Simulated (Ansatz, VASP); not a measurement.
# One calculation of LiH, two programs

```xyz
4
Lattice="3.2548 0.0000 0.0000 -1.6274 2.8188 0.0000 0.0000 0.0000 4.0691" Properties=species:S:1:pos:R:3 pbc="T T T"
Li    0.0000    1.8792    1.0173
Li    1.6274    0.9396    3.0518
H     1.6274    0.9396    1.0173
H     0.0000    1.8792    3.0518
```

Alike in both runs: task single point; functional HSE06; k mesh 6 × 6 × 4; no spin polarisation.

|  | VASP | Ansatz |
| --- | --- | --- |
| version | VASP 6.6.1 | Ansatz 0.2.0 |
| potentials or method | VASP PAW PBE potentials, release 64 (Li_sv, H) | plane waves, PAW |
| plane-wave cutoff (eV) | 520 | 420 |
| occupations | gaussian, width 0.01 eV | fixed |
| valence electrons in the cell | 8 | 8 |

```tsv
	VASP	Ansatz	Ansatz less VASP
gap on the k mesh at the Fermi level (eV)	2.74	2.74	+0.003
```

Ansatz's warnings: stress exchange threshold loose, stress scf threshold loose.

Noted on VASP's run: the cutoff is under 1.25 times that of the potentials, so the pressure is a little rough.
